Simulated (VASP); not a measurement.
# Mg2Sn (Fm-3m) in VASP: single point with PBE

Aim: the single point of Mg2Sn with PBE.

Program: VASP 6.6.1. These are calculated values, not measurements. Logs are shortened: lines on timing, memory, paths and dates and some standing lists are left out, and cuts for length are marked.

## (1) The cell of the first run

The structure is cubic, space group Fm-3m (No. 225). Conventional cell: a = 6.817 Å, b = 6.817 Å, c = 6.817 Å, α = 90.00°, β = 90.00°, γ = 90.00°. Within 3.9 Å of Sn (site symmetry m-3m) lie 8 Mg at 2.95 Å. Within 3.9 Å of Mg (site symmetry -43m) lie 4 Sn at 2.95 Å and 6 Mg at 3.41 Å.

## (2) Single point, PBE

INCAR

```
PREC = Accurate
ENCUT = 600
EDIFF = 1E-6
ISMEAR = 0
SIGMA = 0.025
LREAL = False
LASPH = True
NELM = 120
ALGO = Normal
ISIF = 2
LWAVE = False
LCHARG = True
GGA = PE
LELF = True
LVHAR = True
NBANDS = 16
GGA_COMPAT = False
```

KPOINTS

```
Automatic mesh
0
Gamma
  5 5 5
```

POSCAR

```
Mg2Sn
1.0
    0.0000000000      3.4084570000      3.4084570000
    3.4084570000      0.0000000000      3.4084570000
    3.4084570000      3.4084570000      0.0000000000
Sn Mg
1 2
Direct
    0.0000000000      0.0000000000      0.0000000000
    0.2500000000      0.2500000000      0.2500000000
    0.7500000000      0.7500000000      0.7500000000
```

Potentials or basis: VASP PAW PBE potentials, release 64 (Sn_d, Mg).

On the command line:

```
$ cat potpaw_PBE.64/Sn_d/POTCAR potpaw_PBE.64/Mg/POTCAR > POTCAR
$ mpirun -np 1 vasp_std > vasp.out
```

OUTCAR:

```text
PREC = Accurate
   ENCUT = 600
   EDIFF = 1E-6
   ISMEAR = 0
   LREAL = False
   LASPH = True
   NELM = 120
   ISIF = 2
   GGA = PE

 ion  position               nearest neighbor table
   1  0.000  0.000  0.000-   3 2.95   3 2.95   3 2.95   2 2.95   2 2.95   2 2.95   3 2.95   2 2.95

   2  0.250  0.250  0.250-   1 2.95   1 2.95   1 2.95   1 2.95   3 3.41   3 3.41   3 3.41   3 3.41
                             3 3.41   3 3.41
   3  0.750  0.750  0.750-   1 2.95   1 2.95   1 2.95   1 2.95   2 3.41   2 3.41   2 3.41   2 3.41
                             2 3.41   2 3.41

  LATTYP: Found a face centered cubic cell.
 ALAT       =     6.8169140000

  Lattice vectors:

 A1 = (   0.0000000000,   3.4084570000,   3.4084570000)
 A2 = (   3.4084570000,   0.0000000000,   3.4084570000)
 A3 = (   3.4084570000,   3.4084570000,   0.0000000000)

Analysis of symmetry for initial positions (statically):
=====================================================================
 Subroutine PRICEL returns:
 Original cell was already a primitive cell.

 Routine SETGRP: Setting up the symmetry group for a
 face centered cubic supercell.

 Subroutine GETGRP returns: Found 48 space group operations
 (whereof 48 operations were pure point group operations)
 out of a pool of 48 trial point group operations.

The static configuration has the point symmetry O_h .

Analysis of symmetry for dynamics (positions and initial velocities):
=====================================================================
 Subroutine PRICEL returns:
 Original cell was already a primitive cell.

 Routine SETGRP: Setting up the symmetry group for a
 face centered cubic supercell.

 Subroutine GETGRP returns: Found 48 space group operations
 (whereof 48 operations were pure point group operations)
 out of a pool of 48 trial point group operations.

The dynamic configuration has the point symmetry O_h .

 Subroutine INISYM returns: Found 48 space group operations
 (whereof 48 operations are pure point group operations),
 and found     1 'primitive' translations

----------------------------------------------------------------------------------------

                                     Primitive cell

  volume of cell :      79.1960

  direct lattice vectors                    reciprocal lattice vectors
     0.000000000  3.408457000  3.408457000    -0.146693944  0.146693944  0.146693944
     3.408457000  0.000000000  3.408457000     0.146693944 -0.146693944  0.146693944
     3.408457000  3.408457000  0.000000000     0.146693944  0.146693944 -0.146693944

  length of vectors
     4.820286116  4.820286116  4.820286116     0.254081364  0.254081364  0.254081364

  position of ions in fractional coordinates (direct lattice)
     0.000000000  0.000000000  0.000000000
     0.250000000  0.250000000  0.250000000
     0.750000000  0.750000000  0.750000000

  ion indices of the primitive-cell ions
   primitive index   ion index
                 1           1
                 2           2
                 3           3

----------------------------------------------------------------------------------------

 KPOINTS: Automatic mesh

Automatic generation of k-mesh.
 Grid dimensions read from file:
 generate k-points for:    5    5    5

 Generating k-lattice:

  Cartesian coordinates                     Fractional coordinates (reciprocal lattice)
    -0.029338789  0.029338789  0.029338789     0.200000000  0.000000000  0.000000000
     0.029338789 -0.029338789  0.029338789     0.000000000  0.200000000  0.000000000
     0.029338789  0.029338789 -0.029338789     0.000000000  0.000000000  0.200000000

  Length of vectors
     0.050816273  0.050816273  0.050816273

  Shift w.r.t. Gamma in fractional coordinates (k-lattice)
     0.000000000  0.000000000  0.000000000

 Subroutine IBZKPT returns following result:
 ===========================================

 Found     10 irreducible k-points:

 Following reciprocal coordinates:
            Coordinates               Weight
  0.000000  0.000000  0.000000      1.000000
  0.200000  0.000000  0.000000      8.000000
  0.400000  0.000000  0.000000      8.000000
  0.200000  0.200000  0.000000      6.000000
  0.400000  0.200000  0.000000     24.000000
 -0.400000  0.200000  0.000000     24.000000
 -0.200000  0.200000  0.000000     12.000000
  0.400000  0.400000  0.000000      6.000000
 -0.400000  0.400000  0.000000     12.000000
 -0.400000  0.400000  0.200000     24.000000
   k-points           NKPTS =     10   k-points in BZ     NKDIM =     10   number of bands    NBANDS=     16
   number of dos      NEDOS =    301   number of ions     NIONS =      3
   total plane-waves  NPLWV =  64000
   dimension x,y,z NGX =    40 NGY =   40 NGZ =   40
   dimension x,y,z NGXF=    80 NGYF=   80 NGZF=   80
   ions per type =               1   2
   NGX,Y,Z   is equivalent  to a cutoff of  13.80, 13.80, 13.80 a.u.
   NGXF,Y,Z  is equivalent  to a cutoff of  27.59, 27.59, 27.59 a.u.
 SYSTEM =  unknown system
   PREC   = accura    normal or accurate (medium, high low for compatibility)
   ISTART =      0    job   : 0-new  1-cont  2-samecut
   ICHARG =      2    charge: 1-file 2-atom 10-const
   ISPIN  =      1    spin polarized calculation?
   LNONCOLLINEAR =      F non collinear calculations
   LSORBIT =      F    spin-orbit coupling
   LASPH  =      T    aspherical Exc in radial PAW
   ENCUT  =  600.0 eV  44.10 Ry    6.64 a.u.   9.63  9.63  9.63*2*pi/ulx,y,z
   NELM   =    120;   NELMIN=  2; NELMDL= -5     # of ELM steps
   EDIFF  = 0.1E-05   stopping-criterion for ELM
   LREAL  =      F    real-space projection
   EDIFFG = 0.1E-04   stopping-criterion for IOM
   NSW    =      0    number of steps for IOM
   IBRION =     -1    ionic relax: 0-MD 1-quasi-New 2-CG
   NFREE  =      0    steps in history (QN), initial steepest desc. (CG)
   ISIF   =      2    stress and relaxation
   ISYM   =      2    0-nonsym 1-usesym 2-fastsym
   POTIM  = 0.5000    time-step for ionic-motion
   TEBEG  =    0.0;   TEEND  =   0.0 temperature during run
   PSTRESS=    0.0 pullay stress
   NELECT =      18.0000    total number of electrons
   NUPDOWN=      -1.0000    fix difference up-down
   EMIN   =  10.00;   EMAX   =-10.00  energy-range for DOS
   EFERMI =   0.00;   METHOD = LEGACY
   ISMEAR =     0;   SIGMA  =   0.03  broadening in eV -4-tet -1-fermi 0-gaus
   EFERMI_NEDOS =   21; number of points for ismear=-14 and -15
   IALGO  =     38    algorithm
   IMIX   =      4    mixing-type and parameters
     AMIX     =   0.40;   BMIX     =  1.00
     AMIX_MAG =   1.60;   BMIX_MAG =  1.00
  volume/ion in A,a.u.               =      26.40       178.15
  Fermi-wavevector in a.u.,A,eV,Ry     =   0.999074  1.887977 13.580652  0.998150
  Thomas-Fermi vector in A             =   2.131340
   LORBIT       =      0    0 simple, 1 ext, 2 COOP (PROOUT), +10 PAW based schemes
   GGA     = PE    functional components
   LHFCALC =     F    Hartree Fock is set to
   AEXX    =    0.0000 exact exchange contribution
   IVDW    =     0    specifies the selected vdW correction
   LEPSILON=     F    determine dielectric tensor
   LRPA    =     F    only Hartree local field effects (RPA)
 non-spin polarized calculation
 Gauss-broadening in eV      SIGMA  =   0.03
  energy-cutoff  :      600.00
  volume of cell :       79.20
 maximum number of plane-waves:      2685
   NGX = 19   NGY = 19   NGZ = 19

 number of electron      18.0000004 magnetization

 Free energy of the ion-electron system (eV)
  ---------------------------------------------------
  ext. energy  EPLUGINS =         0.00000000
  ---------------------------------------------------
  free energy    TOTEN  =        -7.36146565 eV

  energy without entropy =       -7.36078862  energy(sigma->0) =       -7.36112713

 E-fermi :   4.0351     XC(G=0):  -8.6640

 val. band max:        3.7331471376   @ k =   0.2000   0.0000   0.0000
 cond. band min:       4.0350725597   @ k =   0.4000   0.4000   0.0000
 fundamental gap:      0.3019254222
 Fermi energy:         4.0350725255

 k-point     1 :       0.0000    0.0000    0.0000
  band No.  band energies     occupation
      1     -16.8430      2.00000
      2     -16.8430      2.00000
      3     -16.8430      2.00000
      4     -16.8073      2.00000
      5     -16.8073      2.00000
      6      -4.8804      2.00000
[... 8 lines left out ...]
     15       9.5218      0.00000
     16       9.5218      0.00000

 k-point     2 :       0.2000    0.0000    0.0000
  band No.  band energies     occupation
      1     -16.8428      2.00000
      2     -16.8420      2.00000
      3     -16.8420      2.00000
      4     -16.8071      2.00000
      5     -16.8071      2.00000
      6      -4.5712      2.00000
[... 8 lines left out ...]
     15       8.4494      0.00000
     16       8.8652      0.00000

 k-point     3 :       0.4000    0.0000    0.0000
  band No.  band energies     occupation
      1     -16.8424      2.00000
      2     -16.8403      2.00000
      3     -16.8403      2.00000
      4     -16.8068      2.00000
      5     -16.8068      2.00000
      6      -3.8445      2.00000
[... 8 lines left out ...]
     15       9.9915      0.00000
     16      10.4372      0.00000

 k-point     4 :       0.2000    0.2000    0.0000
  band No.  band energies     occupation
      1     -16.8440      2.00000
      2     -16.8409      2.00000
      3     -16.8409      2.00000
      4     -16.8079      2.00000
      5     -16.8063      2.00000
      6      -4.4660      2.00000
[... 8 lines left out ...]
     15       9.9532      0.00000
     16      10.0561      0.00000
[... 58 lines left out ...]
 k-point     8 :       0.4000    0.4000    0.0000
  band No.  band energies     occupation
      1     -16.8457      2.00000
      2     -16.8375      2.00000
      3     -16.8375      2.00000
      4     -16.8090      2.00000
      5     -16.8047      2.00000
      6      -3.4512      2.00000
[... 8 lines left out ...]
     15      11.3356      0.00000
     16      13.0838      0.00000

 k-point     9 :      -0.4000    0.4000    0.0000
  band No.  band energies     occupation
      1     -16.8444      2.00000
      2     -16.8380      2.00000
      3     -16.8374      2.00000
      4     -16.8086      2.00000
      5     -16.8051      2.00000
      6      -3.1677      2.00000
[... 8 lines left out ...]
     15      10.1427      0.00000
     16      13.1748      0.00000

 k-point    10 :      -0.4000    0.4000    0.2000
  band No.  band energies     occupation
      1     -16.8427      2.00000
      2     -16.8402      2.00000
      3     -16.8375      2.00000
      4     -16.8080      2.00000
      5     -16.8057      2.00000
      6      -3.3152      2.00000
[... 8 lines left out ...]
     15      10.7394      0.00000
     16      12.3100      0.00000

------------------------ aborting loop because EDIFF is reached ----------------------------------------

  FORCE on cell =-STRESS in cart. coord.  units (eV):
  Direction    XX          YY          ZZ          XY          YZ          ZX
  --------------------------------------------------------------------------------------
  -------------------------------------------------------------------------------------
  Total       -0.0114694     -0.0114694     -0.0114694      0.0000000      0.0000000      0.0000000
  in kB       -0.2320329     -0.2320329     -0.2320329      0.0000000      0.0000000      0.0000000
  external PRESSURE =      -0.2320329 kB  Pullay stress =       0.0000000 kB

 VOLUME and BASIS-vectors are now :
 -----------------------------------------------------------------------------
  energy-cutoff  :      600.00
  volume of cell :       79.20
      direct lattice vectors                 reciprocal lattice vectors
     0.000000000  3.408457000  3.408457000    -0.146693944  0.146693944  0.146693944
     3.408457000  0.000000000  3.408457000     0.146693944 -0.146693944  0.146693944
     3.408457000  3.408457000  0.000000000     0.146693944  0.146693944 -0.146693944

 POSITION                                       TOTAL-FORCE (eV/Angst)
 -----------------------------------------------------------------------------------
      0.00000      0.00000      0.00000         0.000000      0.000000      0.000000
      1.70423      1.70423      1.70423        -0.000000     -0.000000     -0.000000
      5.11269      5.11269      5.11269         0.000000      0.000000      0.000000
 -----------------------------------------------------------------------------------
    total drift:                               -0.000000      0.000000     -0.000000

  FREE ENERGIE OF THE ION-ELECTRON SYSTEM (eV)
  ---------------------------------------------------
  free  energy   TOTEN  =        -7.3614656495 eV

  energy  without entropy=       -7.3607886156  energy(sigma->0) =       -7.36112713
```

It took 37 s on 1 thread of Intel Xeon 8259CL, shared host; peak memory 0.24 GiB.

What came out:

```yaml
Free_energy: -7.3615 eV
Pressure: 0.0 GPa
Band_gap_on_the_k_mesh: zero (bands 9 and 10 overlap by 0.08 eV)
```

Caveat: spin-orbit coupling is left out, which moves the levels of the heavy elements.
